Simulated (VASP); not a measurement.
Here is a VASP 6.6.1 calculation.

The input INCAR:

```
PREC = Accurate
ENCUT = 520
EDIFF = 1E-7
ISMEAR = 0
SIGMA = 0.2
LREAL = F
LASPH = T
NELM = 80
ALGO = Normal
ISIF = 2
LWAVE = F
LCHARG = F
GGA = PE
NBANDS = 57
```

File KPOINTS:

```
Automatic mesh
0
Gamma
  6 6 6
```

The input POSCAR:

```
Bi6O
1.0
   -3.1220421801      5.4075356792      0.0000000000
   -6.2440843601      0.0000000000      0.0000000000
   -3.1220421801      1.8025118931      5.7352247943
Bi O
6 1
Direct
    0.5547862486      0.2721549810      0.2526449361
    0.2721549810      0.9204138343      0.2526449361
    0.9204138343      0.5547862486      0.2526449361
    0.0795861657      0.4452137514      0.7473550639
    0.7278450190      0.0795861657      0.7473550639
    0.4452137514      0.7278450190      0.7473550639
    1.0000000000      1.0000000000      0.0000000000
```

Potentials or basis: VASP PAW PBE potentials, release 64 (Bi_d, O).

The run is started by

```sh
$ cat potpaw_PBE.64/Bi_d/POTCAR potpaw_PBE.64/O/POTCAR > POTCAR
$ mpirun -np 1 vasp_std > vasp.out
```

Q: What does it give for the pressure?

A: -0.1 GPa.

Q: Predict the largest force.

A: 0.010 eV/Å.

Forces in eV/Å, atoms in the order of the input:
```
Bi   0.002  0.003  0.009
Bi   0.002 -0.003  0.009
Bi  -0.004  0.000  0.009
Bi   0.004  0.000 -0.009
Bi  -0.002  0.003 -0.009
Bi  -0.002 -0.003 -0.009
O    0.000  0.000  0.000
```
